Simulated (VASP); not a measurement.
# Ga3As (P-6m2) in VASP: notebook

Ga3As is run at these levels: PBE; tasks: single point, relaxation of cell and atoms.

All numbers are computed with VASP 6.6.1; they aren't measurements. Logs are shortened: lines on timing, memory, paths and dates and some standing lists are left out, and cuts for length are marked.

**1. The cell of the first run**

It takes space group P-6m2 (No. 187, hexagonal). The conventional cell has a = 4.138 Å, b = 4.138 Å, c = 8.052 Å, α = 90.00°, β = 90.00°, γ = 120.00°. Within 3.7 Å of Ga (site symmetry 3m) lie 2 Ga at 2.62 to 2.72 Å and 3 As at 3.62 Å. Within 3.2 Å of Ga (site symmetry -6m2) lie 3 As at 2.39 Å and 2 Ga at 2.72 Å. As (site symmetry -6m2) has 3 Ga at 2.39 Å within 3.2 Å.

**2. Single point, PBE**

INCAR reads:

```
SYSTEM = Ga3As
  PREC = Accurate
  ENCUT = 520
  EDIFF = 1E-6
  ISMEAR = 0
  SIGMA = 0.1
  LREAL = .FALSE.
  LASPH = .TRUE.
  NELM = 60
  ALGO = Fast
  ISIF = 2
  LWAVE = .FALSE.
  LCHARG = .FALSE.
  GGA = PE
  NBANDS = 30
```

KPOINTS reads:

```
Automatic mesh
0
G
  12 12 6
  0 0 0
```

POSCAR reads:

```
Ga3As
1.0
    4.1378696781      0.0000000000      0.0000000000
   -2.0689348390      3.5835002588      0.0000000000
    0.0000000000      0.0000000000      8.0516049200
Ga As
3 1
Direct
    0.6666666667      0.3333333333      0.1627928908
    0.6666666667      0.3333333333      0.8372071092
    0.6666666667      0.3333333333      0.5000000000
    0.3333333333      0.6666666667      0.5000000000
```

Potentials or basis: VASP PAW PBE potentials, release 64 (Ga_d, As).

The run is started by

```
$ cat potpaw_PBE.64/Ga_d/POTCAR potpaw_PBE.64/As/POTCAR > POTCAR
$ mpirun -np 1 vasp_std > vasp.out
```

OUTCAR:

```text
SYSTEM = Ga3As
   PREC = Accurate
   ENCUT = 520
   EDIFF = 1E-6
   ISMEAR = 0
   LREAL = .FALSE.
   LASPH = .TRUE.
   NELM = 60
   ISIF = 2
   GGA = PE

 ion  position               nearest neighbor table
   1  0.667  0.333  0.163-   2 2.62   3 2.72
   2  0.667  0.333  0.837-   1 2.62   3 2.72
   3  0.667  0.333  0.500-   4 2.39   4 2.39   4 2.39   1 2.72   2 2.72
   4  0.333  0.667  0.500-   3 2.39   3 2.39   3 2.39

  LATTYP: Found a hexagonal cell.
 ALAT       =     4.1378696781
 C/A-ratio  =     1.9458333747

  Lattice vectors:

 A1 = (   4.1378696781,   0.0000000000,   0.0000000000)
 A2 = (  -2.0689348390,   3.5835002588,   0.0000000000)
 A3 = (   0.0000000000,   0.0000000000,   8.0516049200)

Analysis of symmetry for initial positions (statically):
=====================================================================
 Subroutine PRICEL returns:
 Original cell was already a primitive cell.

 Routine SETGRP: Setting up the symmetry group for a
 hexagonal supercell.

 Subroutine GETGRP returns: Found 12 space group operations
 (whereof 12 operations were pure point group operations)
 out of a pool of 24 trial point group operations.

The static configuration has the point symmetry D_3h.

Analysis of symmetry for dynamics (positions and initial velocities):
=====================================================================
 Subroutine PRICEL returns:
 Original cell was already a primitive cell.

 Routine SETGRP: Setting up the symmetry group for a
 hexagonal supercell.

 Subroutine GETGRP returns: Found 12 space group operations
 (whereof 12 operations were pure point group operations)
 out of a pool of 24 trial point group operations.

The dynamic configuration has the point symmetry D_3h.

 Subroutine INISYM returns: Found 12 space group operations
 (whereof 12 operations are pure point group operations),
 and found     1 'primitive' translations

----------------------------------------------------------------------------------------

                                     Primitive cell

  volume of cell :     119.3897

  direct lattice vectors                    reciprocal lattice vectors
     4.137869678  0.000000000  0.000000000     0.241670250  0.139528384  0.000000000
    -2.068934839  3.583500259  0.000000000     0.000000000  0.279056768  0.000000000
     0.000000000  0.000000000  8.051604920     0.000000000  0.000000000  0.124198841

  length of vectors
     4.137869678  4.137869678  8.051604920     0.279056768  0.279056768  0.124198841

  position of ions in fractional coordinates (direct lattice)
     0.666666667  0.333333333  0.162792891
     0.666666667  0.333333333  0.837207109
     0.666666667  0.333333333  0.500000000
     0.333333333  0.666666667  0.500000000

  ion indices of the primitive-cell ions
   primitive index   ion index
                 1           1
                 2           2
                 3           3
                 4           4

----------------------------------------------------------------------------------------

 KPOINTS: Automatic mesh

Automatic generation of k-mesh.
 Grid dimensions read from file:
 generate k-points for:   12   12    6

 Generating k-lattice:

  Cartesian coordinates                     Fractional coordinates (reciprocal lattice)
     0.020139188  0.011627365  0.000000000     0.083333333  0.000000000  0.000000000
     0.000000000  0.023254731  0.000000000     0.000000000  0.083333333  0.000000000
     0.000000000  0.000000000  0.020699807     0.000000000  0.000000000  0.166666667

  Length of vectors
     0.023254731  0.023254731  0.020699807

  Shift w.r.t. Gamma in fractional coordinates (k-lattice)
     0.000000000  0.000000000  0.000000000

 Subroutine IBZKPT returns following result:
 ===========================================

 Found     76 irreducible k-points:

 Following reciprocal coordinates:
            Coordinates               Weight
  0.000000  0.000000  0.000000      1.000000
  0.083333  0.000000  0.000000      6.000000
  0.166667  0.000000  0.000000      6.000000
  0.250000  0.000000  0.000000      6.000000
  0.333333 -0.000000  0.000000      6.000000
  0.416667 -0.000000  0.000000      6.000000
[... 16 lines left out ...]
  0.250000  0.000000  0.166667     12.000000
  0.333333 -0.000000  0.166667     12.000000
 [... further k-points ...]
   k-points           NKPTS =     76   k-points in BZ     NKDIM =     76   number of bands    NBANDS=     30
   number of dos      NEDOS =    301   number of ions     NIONS =      4
   total plane-waves  NPLWV =  61440
   dimension x,y,z NGX =    32 NGY =   32 NGZ =   60
   dimension x,y,z NGXF=    64 NGYF=   64 NGZF=  120
   ions per type =               3   1
   NGX,Y,Z   is equivalent  to a cutoff of  12.86, 12.86, 12.39 a.u.
   NGXF,Y,Z  is equivalent  to a cutoff of  25.71, 25.71, 24.78 a.u.
 SYSTEM =  Ga3As
   PREC   = accura    normal or accurate (medium, high low for compatibility)
[... 46 lines left out ...]
   NGX = 15   NGY = 15   NGZ = 29

 number of electron      43.9999990 magnetization

 Free energy of the ion-electron system (eV)
  ---------------------------------------------------
  ext. energy  EPLUGINS =         0.00000000
  ---------------------------------------------------
  free energy    TOTEN  =       -11.80875620 eV

  energy without entropy =      -11.79503819  energy(sigma->0) =      -11.80189719

 E-fermi :   2.3973     XC(G=0):  -8.5246

 val. band max:        2.3969203621   @ k =   0.1667   0.0833   0.0000
 cond. band min:       2.4068055538   @ k =   0.3333  -0.0000   0.1667
 fundamental gap:      0.0098851917
 Fermi energy:         2.3973120564

 k-point     1 :       0.0000    0.0000    0.0000
  band No.  band energies     occupation
      1     -13.2519      2.00000
      2     -13.1624      2.00000
      3     -13.1624      2.00000
      4     -13.0688      2.00000
      5     -13.0688      2.00000
      6     -12.8022      2.00000
[... 22 lines left out ...]
     29       7.1149      0.00000
     30       7.1152      0.00000

 k-point     2 :       0.0833    0.0000    0.0000
  band No.  band energies     occupation
      1     -13.2505      2.00000
      2     -13.1639      2.00000
      3     -13.1597      2.00000
      4     -13.0698      2.00000
      5     -13.0690      2.00000
      6     -12.8001      2.00000
[... 22 lines left out ...]
     29       6.9905      0.00000
     30       7.2764      0.00000

 k-point     3 :       0.1667    0.0000    0.0000
  band No.  band energies     occupation
      1     -13.2471      2.00000
      2     -13.1674      2.00000
      3     -13.1524      2.00000
      4     -13.0724      2.00000
      5     -13.0694      2.00000
      6     -12.7945      2.00000
[... 22 lines left out ...]
     29       6.9412      0.00000
     30       7.1113      0.00000

 k-point     4 :       0.2500    0.0000    0.0000
  band No.  band energies     occupation
      1     -13.2440      2.00000
      2     -13.1712      2.00000
      3     -13.1422      2.00000
      4     -13.0761      2.00000
      5     -13.0700      2.00000
      6     -12.7870      2.00000
[... 22 lines left out ...]
     29       6.8194      0.00000
     30       7.8710      0.00000

 k-point     5 :       0.3333   -0.0000    0.0000
  band No.  band energies     occupation
      1     -13.2427      2.00000
      2     -13.1734      2.00000
      3     -13.1320      2.00000
      4     -13.0796      2.00000
      5     -13.0705      2.00000
      6     -12.7799      2.00000
[... 22 lines left out ...]
     29       8.1391      0.00000
     30       8.4537      0.00000
[... 526 lines left out ...]
     29       7.3610      0.00000
     30       7.3620      0.00000

 k-point    22 :       0.1667    0.0000    0.1667
  band No.  band energies     occupation
      1     -13.2441      2.00000
      2     -13.1664      2.00000
      3     -13.1524      2.00000
      4     -13.0731      2.00000
      5     -13.0700      2.00000
      6     -12.8034      2.00000
[... 22 lines left out ...]
     29       7.1300      0.00000
     30       7.2930      0.00000

 k-point    23 :       0.2500    0.0000    0.1667
  band No.  band energies     occupation
      1     -13.2415      2.00000
      2     -13.1690      2.00000
      3     -13.1422      2.00000
      4     -13.0767      2.00000
      5     -13.0706      2.00000
      6     -12.7977      2.00000
[... 22 lines left out ...]
     29       6.9797      0.00000
     30       7.9434      0.00000

 k-point    24 :       0.3333   -0.0000    0.1667
  band No.  band energies     occupation
      1     -13.2409      2.00000
      2     -13.1700      2.00000
      3     -13.1320      2.00000
      4     -13.0803      2.00000
      5     -13.0711      2.00000
      6     -12.7922      2.00000
[... 22 lines left out ...]
     29       8.1383      0.00000
     30       8.4648      0.00000

 [... further k-points ...]

------------------------ aborting loop because EDIFF is reached ----------------------------------------

  FORCE on cell =-STRESS in cart. coord.  units (eV):
  Direction    XX          YY          ZZ          XY          YZ          ZX
  --------------------------------------------------------------------------------------
  -------------------------------------------------------------------------------------
  Total        0.0561737      0.0561737      0.0519884      0.0000000      0.0000000      0.0000000
  in kB        0.7538366      0.7538366      0.6976711      0.0000000      0.0000000      0.0000000
  external PRESSURE =       0.7351147 kB  Pullay stress =       0.0000000 kB

 VOLUME and BASIS-vectors are now :
 -----------------------------------------------------------------------------
  energy-cutoff  :      520.00
  volume of cell :      119.39
      direct lattice vectors                 reciprocal lattice vectors
     4.137869678  0.000000000  0.000000000     0.241670250  0.139528384  0.000000000
    -2.068934839  3.583500259  0.000000000     0.000000000  0.279056768  0.000000000
     0.000000000  0.000000000  8.051604920     0.000000000  0.000000000  0.124198841

 POSITION                                       TOTAL-FORCE (eV/Angst)
 -----------------------------------------------------------------------------------
      2.06893      1.19450      1.31074         0.000000     -0.000000      0.003343
      2.06893      1.19450      6.74086         0.000000     -0.000000     -0.003343
      2.06893      1.19450      4.02580        -0.000000      0.000000      0.000000
     -0.00000      2.38900      4.02580        -0.000000      0.000000      0.000000
 -----------------------------------------------------------------------------------
    total drift:                                0.000000     -0.000000      0.000000

  FREE ENERGIE OF THE ION-ELECTRON SYSTEM (eV)
  ---------------------------------------------------
  free  energy   TOTEN  =       -11.8087561998 eV

  energy  without entropy=      -11.7950381881  energy(sigma->0) =      -11.80189719
```

Wall time 4.2 min (1 thread of Intel Xeon Platinum 8488C (Sapphire Rapids), shared host); peak memory 0.39 GiB.

What came out:

```yaml
Free_energy: -11.8088 eV
Pressure: 0.1 GPa
Largest_force: 0.003 eV/Å
Band_gap_on_the_k_mesh: zero (bands 22 and 23 overlap by 1.04 eV)
```

Forces on the atoms (eV/Å):
```
Ga   0.000  0.000  0.003
Ga   0.000  0.000 -0.003
Ga   0.000  0.000  0.000
As   0.000  0.000  0.000
```

Levels at points of the mesh, in eV from the Fermi level:
```csv
k point,band 18,band 19,band 20,band 21,band 22,band 23,band 24,band 25,band 26,band 27
"(0.00, 0.00, 0.00)",-6.12,-2.14,-1.96,-1.96,-0.88,1.51,2.67,2.67,3.76,4.05
"(0.50, 0.00, 0.00)",-5.59,-4.67,-3.31,-1.84,-1.27,0.10,1.69,2.23,2.27,2.79
"(0.00, 0.00, 0.50)",-4.73,-3.57,-1.95,-1.95,-1.08,2.01,3.02,3.02,3.09,3.09
"(0.50, 0.00, 0.50)",-6.30,-3.30,-2.90,-2.51,-1.49,0.05,0.38,1.41,1.90,4.24
```

**3. Relaxation of cell and atoms, PBE**

This run uses another cell than the first one, of 29.70 Å³/atom.

INCAR reads:

```
SYSTEM = Ga3As
PREC = Accurate
ENCUT = 600
EDIFF = 1E-6
ISMEAR = 0
SIGMA = 0.1
LREAL = .False.
LASPH = .True.
NELM = 100
ALGO = Fast
ISIF = 3
LWAVE = .False.
LCHARG = .False.
GGA = PE
IBRION = 2
NSW = 100
EDIFFG = -0.01
```

KPOINTS reads:

```
Automatic mesh
0
Gamma
  12 12 6
  0 0 0
```

POSCAR reads:

```
Ga3As
1.0
    4.1747549086      0.0000000000      0.0000000000
   -2.0873774543      3.6154438054      0.0000000000
    0.0000000000      0.0000000000      7.8714107513
Ga As
3 1
Direct
    0.6666666667      0.3333333333      0.1654481380
    0.6666666667      0.3333333333      0.8345518620
    0.6666666667      0.3333333333      0.5000000000
    0.3333333333      0.6666666667      0.5000000000
```

Potentials or basis: VASP PAW PBE potentials, release 64 (Ga_d, As).

The run is started by

```
$ cat potpaw_PBE.64/Ga_d/POTCAR potpaw_PBE.64/As/POTCAR > POTCAR
$ mpirun -np 1 vasp_std > vasp.out
```

It took 26 min on 1 thread of Intel Xeon Platinum 8488C (Sapphire Rapids), shared host; peak memory 0.46 GiB.

It converged, with:

```
Free energy                           : -11.8083 eV
Relaxed volume                        : 29.90 Å³/atom
Relaxed cell                          : a = 4.140 Å, b = 4.140 Å, c = 8.056 Å, α = 90.00°, β = 90.00°, γ = 120.00°
Space group after relaxing (to 0.1 Å) : P-6m2 (No. 187)
Energy gained by relaxing             : 3.4 meV/atom
Ionic steps                           : 10
Pressure after relaxing               : 0.0 GPa
Largest force after relaxing          : 0.009 eV/Å
Band gap on the k mesh                : zero (bands 22 and 23 overlap by 1.02 eV)
```

Forces in eV/Å, atoms in the order of the input:
```
Ga   0.000  0.000 -0.009
Ga   0.000  0.000  0.009
Ga   0.000  0.000  0.000
As   0.000  0.000  0.000
```

Step by step:
| step | energy change (eV) | largest force (eV/Å) | pressure (GPa) | volume (Å³) |
| --- | --- | --- | --- | --- |
| 1 | 0.0000 | 0.0905 | 0.30 | 118.81 |
| 2 | -0.0090 | 0.0689 | 0.05 | 119.76 |
| 3 | -0.0121 | 0.0556 | -0.24 | 120.84 |
| 4 | -0.0121 | 0.0643 | -0.19 | 120.76 |
| 5 | -0.0121 | 0.0551 | -0.23 | 120.80 |
| 6 | -0.0133 | 0.0449 | -0.07 | 120.04 |
| 7 | -0.0135 | 0.0385 | 0.01 | 119.65 |
| 8 | -0.0135 | 0.0383 | 0.05 | 119.60 |
| 9 | -0.0135 | 0.0474 | 0.01 | 119.63 |
| 10 | -0.0137 | 0.0085 | 0.01 | 119.60 |

Final structure:
```
Ga As
1.0
     4.14042    0.00000    0.00000
    -2.07021    3.58571    0.00000
     0.00000    0.00000    8.05561
Ga As
3 1
Direct
  0.66667 0.33333 0.16311
  0.66667 0.33333 0.83689
  0.66667 0.33333 0.50000
  0.33333 0.66667 0.50000
```

Levels at points of the mesh, in eV from the Fermi level:
```
           k point  band 18  band 19  band 20  band 21  band 22  band 23  band 24  band 25  band 26
(0.00, 0.00, 0.00)    -6.12    -2.15    -1.96    -1.96    -0.88     1.51     2.67     2.67     3.75
(0.50, 0.00, 0.00)    -5.57    -4.68    -3.31    -1.84    -1.27     0.10     1.68     2.23     2.27
(0.00, 0.00, 0.50)    -4.74    -3.56    -1.95    -1.95    -1.09     2.01     3.02     3.02     3.09
(0.50, 0.00, 0.50)    -6.29    -3.30    -2.91    -2.51    -1.49     0.04     0.39     1.40     1.90
```

**4. Single point, PBE**

This run uses another cell than the first one, of 23.53 Å³/atom.

INCAR reads:

```
PREC = Accurate
ENCUT = 510
EDIFF = 1E-6
ISMEAR = 0
SIGMA = 0.1
LREAL = False
LASPH = True
NELM = 120
ALGO = Normal
ISIF = 2
LWAVE = False
LCHARG = False
GGA = PE
NBANDS = 35
GGA_COMPAT = False
```

KPOINTS reads:

```
regular mesh
0
Gamma
  6 6 2
```

POSCAR reads:

```
Ga3As
1.0
    3.6983932900      0.0000000000      0.0000000000
   -1.8491966500      3.2029025500      0.0000000000
    0.0000000000      0.0000000000      7.9456962500
Ga As
3 1
Direct
    0.6666666700      0.3333333300      0.1228424800
    0.6666666700      0.3333333300      0.8771575200
    0.6666666700      0.3333333300      0.5000000000
    0.3333333300      0.6666666700      0.5000000000
```

Potentials or basis: VASP PAW PBE potentials, release 64 (Ga_d, As_d).

The run is started by

```
$ cat potpaw_PBE.64/Ga_d/POTCAR potpaw_PBE.64/As_d/POTCAR > POTCAR
$ mpirun -np 1 vasp_std > vasp.out
```

Wall time 44 s (1 thread of AMD EPYC 7R13 (Zen 3), shared host); peak memory 0.18 GiB.

The run converged. Its results:

```
Free energy            : -9.1421 eV
Pressure               : 21.3 GPa
Largest force          : 8.943 eV/Å
Band gap on the k mesh : zero (bands 27 and 28 overlap by 2.75 eV)
```

Forces in eV/Å, atoms in the order of the input:
```
Ga   0.000  0.000  8.943
Ga   0.000  0.000 -8.943
Ga   0.000  0.000  0.000
As   0.000  0.000  0.000
```

Stress tensor (GPa, compression positive):
```
17.29  0.00  0.00
 0.00 17.29  0.00
 0.00  0.00 29.38
```

Levels at points of the mesh, in eV from the Fermi level:
```
           k point  band 23  band 24  band 25  band 26  band 27  band 28  band 29  band 30  band 31  band 32
(0.00, 0.00, 0.00)    -6.20    -1.57    -1.57    -1.47    -0.56     2.07     3.56     3.56     4.40     4.40
(0.50, 0.00, 0.00)    -7.04    -3.71    -3.67    -2.41    -1.67     0.84     1.84     2.18     2.20     3.36
(0.00, 0.00, 0.50)    -4.72    -4.35    -1.57    -1.57     1.57     2.31     3.72     3.72     4.07     4.07
(0.50, 0.00, 0.50)    -7.25    -3.67    -3.05    -2.11    -1.88     0.04     0.87     1.69     2.04     5.58
```

Caveat: the k points lie up to 0.40 Å⁻¹ apart, too coarse for converged energies and pressures of a metal; forces of over 1 eV/Å act on the atoms, so gaps and moduli don't describe the material at rest.

**5. The runs side by side**

```tsv
task	potentials or basis	cell	k mesh	cutoff (eV)	gap on the mesh (eV)	pressure (GPa)	largest force (eV/Å)
single point	VASP PAW PBE potentials, release 64 (Ga_d, As)	a = 4.138, b = 4.138, c = 8.052 Å, angles 90.0, 90.0, 120.0°, 4 atoms, atomic positions A	12 × 12 × 6	520	none	0.1	-
relaxation of cell and atoms	VASP PAW PBE potentials, release 64 (Ga_d, As)	relaxed from a = 4.175, b = 4.175, c = 7.871 Å, angles 90.0, 90.0, 120.0°, 4 atoms, atomic positions B	12 × 12 × 6	600	none	0.0	0.01
single point	VASP PAW PBE potentials, release 64 (Ga_d, As_d)	a = 3.698, b = 3.698, c = 7.946 Å, angles 90.0, 90.0, 120.0°, 4 atoms, atomic positions C	6 × 6 × 2	510	none	21.3	8.94
```

Alike in all rows: level PBE; no spin polarisation; smearing gaussian 0.1 eV.

Caveats: some runs use coarse meshes; forces of over 1 eV/Å act on the atoms, so gaps and moduli don't describe the material at rest (at least some runs).

Absolute energies hang on the potentials; compare differences alone.

The gap in the log of VASP goes by the Fermi energy; the results here count the filled bands.